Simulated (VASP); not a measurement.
# Si62B (a cell with a defect): single point with PBE

Si62B (a cell with a defect):

```
Si B
1.0
    10.86000    0.00000    0.00000
     0.00000   10.86000    0.00000
     0.00000    0.00000   10.86000
Si B
62 1
Direct
  0.50129 0.00051 0.00099
  0.63400 0.11875 0.12547
  0.75611 0.24088 0.99898
  0.87436 0.37359 0.12345
  0.75009 0.99116 0.25444
  0.87632 0.12213 0.37391
  0.00482 0.00541 0.00272
  0.14096 0.14311 0.12026
  0.29074 0.28888 0.01559
  0.58598 0.58413 0.10883
  0.73176 0.73392 0.00419
  0.86948 0.87005 0.12172
  0.25353 0.00893 0.24836
  0.38247 0.14680 0.35526
  0.51572 0.27373 0.21897
  0.62980 0.37515 0.37477
  0.74411 0.50009 0.24327
  0.87065 0.62694 0.37030
  0.49754 0.00804 0.48684
  0.62607 0.12178 0.62174
  0.75308 0.24880 0.50272
  0.86683 0.37733 0.63760
  0.75276 0.99856 0.75054
  0.88370 0.12481 0.87001
  0.99849 0.50034 0.99911
  0.12210 0.62667 0.12335
  0.24821 0.75279 0.00107
  0.37453 0.87638 0.12533
  0.00098 0.25009 0.24893
  0.11581 0.37768 0.38035
  0.23669 0.49836 0.25051
  0.36839 0.61946 0.37158
  0.49433 0.73737 0.24127
  0.61920 0.86504 0.37152
  0.00151 0.00070 0.50166
  0.12861 0.12852 0.62262
  0.25286 0.25391 0.49554
  0.37629 0.37585 0.62590
  0.49904 0.49859 0.49855
  0.62098 0.62202 0.62890
  0.74636 0.74628 0.50182
  0.87418 0.87338 0.62278
  0.24793 0.00422 0.75414
  0.37478 0.13075 0.88116
  0.49972 0.24507 0.74968
  0.60110 0.35915 0.90550
  0.72807 0.49240 0.76919
  0.86594 0.62135 0.87608
  0.99928 0.75371 0.24964
  0.12679 0.88034 0.37202
  0.98957 0.50286 0.50696
  0.12270 0.62742 0.62562
  0.24744 0.75218 0.49884
  0.37202 0.88530 0.61748
  0.00984 0.25569 0.75291
  0.13751 0.38056 0.88316
  0.25545 0.50651 0.75290
  0.37659 0.63818 0.87399
  0.49719 0.75907 0.74409
  0.62480 0.87389 0.87550
  0.99453 0.74809 0.75242
  0.12115 0.87560 0.87479
  0.48871 0.38609 0.06225
```

```json
{
  "Program": "VASP 6.6.1",
  "Task": "single point",
  "Functional": "PBE",
  "Potentials or basis": "VASP PAW PBE potentials, release 64 (Si, B)",
  "Cutoff": "520 eV",
  "k mesh": "1 × 1 × 1",
  "Occupations": "gaussian, width 0.02 eV",
  "Spin": "no spin polarisation",
  "Dipole correction": "no",
  "Charge": "-1",
  "Further INCAR settings": "LREAL = Auto; ALGO = Normal; EDIFF = 1e-06; NBANDS = 162; NELECT = 252.0"
}
```

```
Largest force : 0.010 eV/Å
```

Forces in eV/Å, atoms in the order of the input:
```
Si  -0.001  0.000  0.001
Si   0.000  0.001 -0.002
Si   0.000  0.000  0.003
Si   0.000 -0.002 -0.002
Si  -0.001  0.002  0.002
Si   0.001  0.000  0.001
Si  -0.001 -0.003 -0.005
Si  -0.002 -0.002  0.004
Si  -0.004 -0.003 -0.004
Si   0.005  0.005  0.005
Si   0.002  0.004 -0.007
Si   0.002  0.002  0.005
Si   0.003 -0.002 -0.002
Si  -0.002  0.000  0.000
Si   0.004 -0.005  0.008
Si  -0.001  0.002  0.001
Si   0.003 -0.003  0.001
Si   0.002 -0.001  0.001
Si   0.000 -0.003  0.002
Si  -0.001  0.001  0.001
Si   0.002 -0.002  0.001
Si  -0.001 -0.001 -0.002
Si   0.002 -0.001  0.000
Si   0.000  0.002  0.000
Si   0.002  0.000  0.002
Si   0.001  0.001  0.000
Si  -0.002  0.002  0.002
Si  -0.001  0.002  0.000
Si  -0.001  0.001  0.001
Si  -0.002 -0.004  0.000
Si  -0.002  0.003  0.003
Si   0.000  0.001  0.000
Si  -0.003  0.003  0.002
Si   0.001 -0.003  0.001
Si   0.000  0.000 -0.002
Si   0.000 -0.002  0.002
Si   0.000  0.002  0.000
Si   0.001  0.000  0.000
Si   0.000  0.000  0.001
Si  -0.002  0.005 -0.001
Si  -0.001 -0.002  0.000
Si   0.000 -0.001  0.001
Si  -0.003  0.001  0.001
Si   0.005 -0.002 -0.001
Si  -0.002 -0.001 -0.001
Si   0.006 -0.004 -0.007
Si   0.002  0.004 -0.001
Si   0.001  0.001  0.000
Si  -0.001  0.002 -0.003
Si  -0.003  0.001  0.001
Si   0.000 -0.002 -0.003
Si   0.001  0.000  0.000
Si  -0.002  0.000 -0.002
Si   0.001  0.000  0.002
Si  -0.001 -0.001 -0.001
Si  -0.002  0.004  0.000
Si  -0.002 -0.001 -0.002
Si  -0.001  0.004 -0.005
Si   0.001 -0.001 -0.001
Si  -0.003 -0.002  0.001
Si  -0.001  0.000 -0.001
Si   0.001 -0.001  0.001
B   -0.002  0.001 -0.002
```

Levels at points of the mesh, in eV from the Fermi level:
| k point | band 123 | band 124 | band 125 | band 126 | band 127 | band 128 | band 129 | band 130 |
| --- | --- | --- | --- | --- | --- | --- | --- | --- |
| (0.00, 0.00, 0.00) | -0.73 | -0.59 | -0.43 | -0.06 | 0.06 | 0.26 | 0.45 | 0.47 |

Run time: 5.6 min on 1 thread of Intel(R) Xeon(R) Platinum 8488C (Sapphire Rapids), with other jobs on the host, peak memory 1 GiB.

Caveat: the k points lie up to 0.58 Å⁻¹ apart; the cell carries a net charge on a neutralising background, which shifts energy and pressure; the cell is charged against a uniform background, so pressure and absolute levels hang on convention.
